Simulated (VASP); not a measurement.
# BaS (Fm-3m) in VASP: further runs

Runs on BaS. Level: PBEsol. Tasks: single point.

Everything below comes from runs of VASP 6.6.1. Logs are shortened: lines on timing, memory, paths and dates and some standing lists are left out, and cuts for length are marked.

**1. The cell of the first run**

The structure is cubic, space group Fm-3m (No. 225). Conventional cell: a = 5.915 Å, b = 5.915 Å, c = 5.915 Å, α = 90.00°, β = 90.00°, γ = 90.00°. Within 3.9 Å of Ba (site symmetry m-3m) lie 6 S at 2.96 Å. S (site symmetry m-3m) has 6 Ba at 2.96 Å within 3.9 Å.

**2. Single point, PBEsol**

INCAR reads:

```
SYSTEM = BaS
  PREC = Accurate
  ENCUT = 520
  EDIFF = 1E-7
  ISMEAR = 0
  SIGMA = 0.01
  LREAL = .False.
  LASPH = .True.
  NELM = 100
  ALGO = Normal
  ISIF = 2
  LWAVE = .False.
  LCHARG = .False.
  GGA = PS
  NBANDS = 15
```

KPOINTS reads:

```
regular mesh
0
Gamma
  8 8 8
  0 0 0
```

POSCAR reads:

```
BaS
1.0
    0.0000000000      2.9576498737      2.9576498737
    2.9576498737      0.0000000000      2.9576498737
    2.9576498737      2.9576498737      0.0000000000
Ba S
1 1
Direct
    0.0000000000      0.0000000000      0.0000000000
    0.5000000000      0.5000000000      0.5000000000
```

Potentials or basis: VASP PAW PBE potentials, release 64 (Ba_sv, S).

The run is started by

```sh
> cat potpaw_PBE.64/Ba_sv/POTCAR potpaw_PBE.64/S/POTCAR > POTCAR
> mpirun -np 1 vasp_std > vasp.out
```

OUTCAR:

```text
SYSTEM = BaS
   PREC = Accurate
   ENCUT = 520
   EDIFF = 1E-7
   ISMEAR = 0
   LREAL = .False.
   LASPH = .True.
   NELM = 100
   ISIF = 2
   GGA = PS

 ion  position               nearest neighbor table
   1  0.000  0.000  0.000-   2 2.96   2 2.96   2 2.96   2 2.96   2 2.96   2 2.96
   2  0.500  0.500  0.500-   1 2.96   1 2.96   1 2.96   1 2.96   1 2.96   1 2.96

  LATTYP: Found a face centered cubic cell.
 ALAT       =     5.9152997474

  Lattice vectors:

 A1 = (   0.0000000000,   2.9576498737,   2.9576498737)
 A2 = (   2.9576498737,   0.0000000000,   2.9576498737)
 A3 = (   2.9576498737,   2.9576498737,   0.0000000000)

Analysis of symmetry for initial positions (statically):
=====================================================================
 Subroutine PRICEL returns:
 Original cell was already a primitive cell.

 Routine SETGRP: Setting up the symmetry group for a
 face centered cubic supercell.

 Subroutine GETGRP returns: Found 48 space group operations
 (whereof 48 operations were pure point group operations)
 out of a pool of 48 trial point group operations.

The static configuration has the point symmetry O_h .

Analysis of symmetry for dynamics (positions and initial velocities):
=====================================================================
 Subroutine PRICEL returns:
 Original cell was already a primitive cell.

 Routine SETGRP: Setting up the symmetry group for a
 face centered cubic supercell.

 Subroutine GETGRP returns: Found 48 space group operations
 (whereof 48 operations were pure point group operations)
 out of a pool of 48 trial point group operations.

The dynamic configuration has the point symmetry O_h .

 Subroutine INISYM returns: Found 48 space group operations
 (whereof 48 operations are pure point group operations),
 and found     1 'primitive' translations

----------------------------------------------------------------------------------------

                                     Primitive cell

  volume of cell :      51.7452

  direct lattice vectors                    reciprocal lattice vectors
     0.000000000  2.957649874  2.957649874    -0.169053141  0.169053141  0.169053141
     2.957649874  0.000000000  2.957649874     0.169053141 -0.169053141  0.169053141
     2.957649874  2.957649874  0.000000000     0.169053141  0.169053141 -0.169053141

  length of vectors
     4.182748564  4.182748564  4.182748564     0.292808629  0.292808629  0.292808629

  position of ions in fractional coordinates (direct lattice)
     0.000000000  0.000000000  0.000000000
     0.500000000  0.500000000  0.500000000

  ion indices of the primitive-cell ions
   primitive index   ion index
                 1           1
                 2           2

----------------------------------------------------------------------------------------

 KPOINTS: regular mesh

Automatic generation of k-mesh.
 Grid dimensions read from file:
 generate k-points for:    8    8    8

 Generating k-lattice:

  Cartesian coordinates                     Fractional coordinates (reciprocal lattice)
    -0.021131643  0.021131643  0.021131643     0.125000000  0.000000000  0.000000000
     0.021131643 -0.021131643  0.021131643     0.000000000  0.125000000  0.000000000
     0.021131643  0.021131643 -0.021131643     0.000000000  0.000000000  0.125000000

  Length of vectors
     0.036601079  0.036601079  0.036601079

  Shift w.r.t. Gamma in fractional coordinates (k-lattice)
     0.000000000  0.000000000  0.000000000

 Subroutine IBZKPT returns following result:
 ===========================================

 Found     29 irreducible k-points:

 Following reciprocal coordinates:
            Coordinates               Weight
  0.000000  0.000000  0.000000      1.000000
  0.125000  0.000000  0.000000      8.000000
  0.250000  0.000000  0.000000      8.000000
  0.375000  0.000000  0.000000      8.000000
  0.500000  0.000000  0.000000      4.000000
  0.125000  0.125000  0.000000      6.000000
[... 16 lines left out ...]
  0.500000  0.250000  0.125000     48.000000
 -0.375000  0.250000  0.125000     24.000000
 [... further k-points ...]
   k-points           NKPTS =     29   k-points in BZ     NKDIM =     29   number of bands    NBANDS=     15
   number of dos      NEDOS =    301   number of ions     NIONS =      2
   total plane-waves  NPLWV =  32768
   dimension x,y,z NGX =    32 NGY =   32 NGZ =   32
   dimension x,y,z NGXF=    64 NGYF=   64 NGZF=   64
   ions per type =               1   1
   NGX,Y,Z   is equivalent  to a cutoff of  12.72, 12.72, 12.72 a.u.
   NGXF,Y,Z  is equivalent  to a cutoff of  25.44, 25.44, 25.44 a.u.
 SYSTEM =  BaS
   PREC   = accura    normal or accurate (medium, high low for compatibility)
   ISTART =      0    job   : 0-new  1-cont  2-samecut
   ICHARG =      2    charge: 1-file 2-atom 10-const
   ISPIN  =      1    spin polarized calculation?
   LNONCOLLINEAR =      F non collinear calculations
   LSORBIT =      F    spin-orbit coupling
   LASPH  =      T    aspherical Exc in radial PAW
   ENCUT  =  520.0 eV  38.22 Ry    6.18 a.u.   7.78  7.78  7.78*2*pi/ulx,y,z
   NELM   =    100;   NELMIN=  2; NELMDL= -5     # of ELM steps
   EDIFF  = 0.1E-06   stopping-criterion for ELM
   LREAL  =      F    real-space projection
   EDIFFG = 0.1E-05   stopping-criterion for IOM
   NSW    =      0    number of steps for IOM
   IBRION =     -1    ionic relax: 0-MD 1-quasi-New 2-CG
   NFREE  =      0    steps in history (QN), initial steepest desc. (CG)
   ISIF   =      2    stress and relaxation
   ISYM   =      2    0-nonsym 1-usesym 2-fastsym
   POTIM  = 0.5000    time-step for ionic-motion
   TEBEG  =    0.0;   TEEND  =   0.0 temperature during run
   PSTRESS=    0.0 pullay stress
   NELECT =      16.0000    total number of electrons
   NUPDOWN=      -1.0000    fix difference up-down
   EMIN   =  10.00;   EMAX   =-10.00  energy-range for DOS
   EFERMI =   0.00;   METHOD = LEGACY
   ISMEAR =     0;   SIGMA  =   0.01  broadening in eV -4-tet -1-fermi 0-gaus
   EFERMI_NEDOS =   21; number of points for ismear=-14 and -15
   IALGO  =     38    algorithm
   IMIX   =      4    mixing-type and parameters
     AMIX     =   0.40;   BMIX     =  1.00
     AMIX_MAG =   1.60;   BMIX_MAG =  1.00
  volume/ion in A,a.u.               =      25.87       174.60
  Fermi-wavevector in a.u.,A,eV,Ry     =   1.107027  2.091977 16.674048  1.225508
  Thomas-Fermi vector in A             =   2.243535
   LORBIT       =      0    0 simple, 1 ext, 2 COOP (PROOUT), +10 PAW based schemes
   GGA     = PS    functional components
   LHFCALC =     F    Hartree Fock is set to
   AEXX    =    0.0000 exact exchange contribution
   IVDW    =     0    specifies the selected vdW correction
   LEPSILON=     F    determine dielectric tensor
   LRPA    =     F    only Hartree local field effects (RPA)
 non-spin polarized calculation
 Gauss-broadening in eV      SIGMA  =   0.01
  energy-cutoff  :      520.00
  volume of cell :       51.75
 maximum number of plane-waves:      1411
   NGX = 15   NGY = 15   NGZ = 15

 number of electron      16.0000000 magnetization

 Free energy of the ion-electron system (eV)
  ---------------------------------------------------
  ext. energy  EPLUGINS =         0.00000000
  ---------------------------------------------------
  free energy    TOTEN  =       -10.18651195 eV

  energy without entropy =      -10.18651195  energy(sigma->0) =      -10.18651195

 E-fermi :   2.9570     XC(G=0):  -9.8225

 val. band max:        2.8147506932   @ k =   0.5000   0.5000   0.0000
 cond. band min:       4.1377233185   @ k =   0.5000   0.5000   0.0000
 fundamental gap:      1.3229726253
 Fermi energy:         2.9570498694

 k-point     1 :       0.0000    0.0000    0.0000
  band No.  band energies     occupation
      1     -22.7288      2.00000
      2      -7.9969      2.00000
      3      -7.6940      2.00000
      4      -7.6940      2.00000
      5      -7.6940      2.00000
      6       2.7417      2.00000
      7       2.7417      2.00000
      8       2.7417      2.00000
      9       6.3933      0.00000
     10       6.3933      0.00000
     11       6.3933      0.00000
     12       7.3885      0.00000
     13       7.6254      0.00000
     14       7.6254      0.00000
     15      11.5264      0.00000

 k-point     2 :       0.1250    0.0000    0.0000
  band No.  band energies     occupation
      1     -22.7084      2.00000
      2      -8.7345      2.00000
      3      -7.7044      2.00000
      4      -7.7044      2.00000
      5      -6.9517      2.00000
      6       2.2104      2.00000
      7       2.3914      2.00000
      8       2.3914      2.00000
      9       6.4558      0.00000
     10       6.6995      0.00000
     11       6.6995      0.00000
     12       8.0689      0.00000
     13       8.2963      0.00000
     14       8.2963      0.00000
     15      12.3439      0.00000

 k-point     3 :       0.2500    0.0000    0.0000
  band No.  band energies     occupation
      1     -22.6584      2.00000
      2      -9.4751      2.00000
      3      -7.7288      2.00000
      4      -7.7288      2.00000
      5      -6.1942      2.00000
      6       1.2400      2.00000
      7       1.7483      2.00000
      8       1.7483      2.00000
      9       6.8011      0.00000
     10       7.5579      0.00000
     11       7.5579      0.00000
     12       9.4515      0.00000
     13       9.9067      0.00000
     14       9.9067      0.00000
     15      14.2919      0.00000
[... 343 lines left out ...]
 k-point    23 :       0.5000    0.2500    0.1250
  band No.  band energies     occupation
      1     -22.5821      2.00000
      2      -9.7305      2.00000
      3      -8.1293      2.00000
      4      -7.8778      2.00000
      5      -6.1033      2.00000
      6       0.8765      2.00000
      7       1.4340      2.00000
      8       2.1623      2.00000
      9       6.4744      0.00000
     10       9.0732      0.00000
     11       9.4985      0.00000
     12       9.9256      0.00000
     13      11.2884      0.00000
     14      12.9599      0.00000
     15      13.8518      0.00000

 k-point    24 :      -0.3750    0.2500    0.1250
  band No.  band energies     occupation
      1     -22.5652      2.00000
      2      -9.8160      2.00000
      3      -8.1496      2.00000
      4      -7.9410      2.00000
      5      -6.0560      2.00000
      6       0.8017      2.00000
      7       1.6043      2.00000
      8       1.8173      2.00000
      9       7.5695      0.00000
     10       7.8469      0.00000
     11      10.2941      0.00000
     12      10.8881      0.00000
     13      11.8758      0.00000
     14      12.7214      0.00000
     15      13.7276      0.00000

 [... further k-points ...]
[... 5 lines left out ...]
  --------------------------------------------------------------------------------------
  -------------------------------------------------------------------------------------
  Total        5.3116731      5.3116731      5.3116731      0.0000000      0.0000000     -0.0000000
  in kB      164.4643023    164.4643023    164.4643023      0.0000000      0.0000000     -0.0000000
  external PRESSURE =     164.4643023 kB  Pullay stress =       0.0000000 kB

 VOLUME and BASIS-vectors are now :
 -----------------------------------------------------------------------------
  energy-cutoff  :      520.00
  volume of cell :       51.75
      direct lattice vectors                 reciprocal lattice vectors
     0.000000000  2.957649874  2.957649874    -0.169053141  0.169053141  0.169053141
     2.957649874  0.000000000  2.957649874     0.169053141 -0.169053141  0.169053141
     2.957649874  2.957649874  0.000000000     0.169053141  0.169053141 -0.169053141

 POSITION                                       TOTAL-FORCE (eV/Angst)
 -----------------------------------------------------------------------------------
      0.00000      0.00000      0.00000         0.000000      0.000000      0.000000
      2.95765      2.95765      2.95765         0.000000     -0.000000      0.000000
 -----------------------------------------------------------------------------------
    total drift:                                0.000000     -0.000000     -0.000000

  FREE ENERGIE OF THE ION-ELECTRON SYSTEM (eV)
  ---------------------------------------------------
  free  energy   TOTEN  =       -10.1865119501 eV

  energy  without entropy=      -10.1865119501  energy(sigma->0) =      -10.18651195
```

Wall time 23 s (1 thread of AMD EPYC 7R43 (Zen 3), shared host); peak memory 0.15 GiB.

What came out:

```
Free energy            : -10.1865 eV
Pressure               : 16.4 GPa
Band gap on the k mesh : 1.32 eV, direct
```

Caveat: the PAW data sets were made with another functional, which shifts forces and pressure a little; spin-orbit coupling is left out, which moves the levels of the heavy elements. A k mesh can miss the band edges.

[end of part 1 of 2]
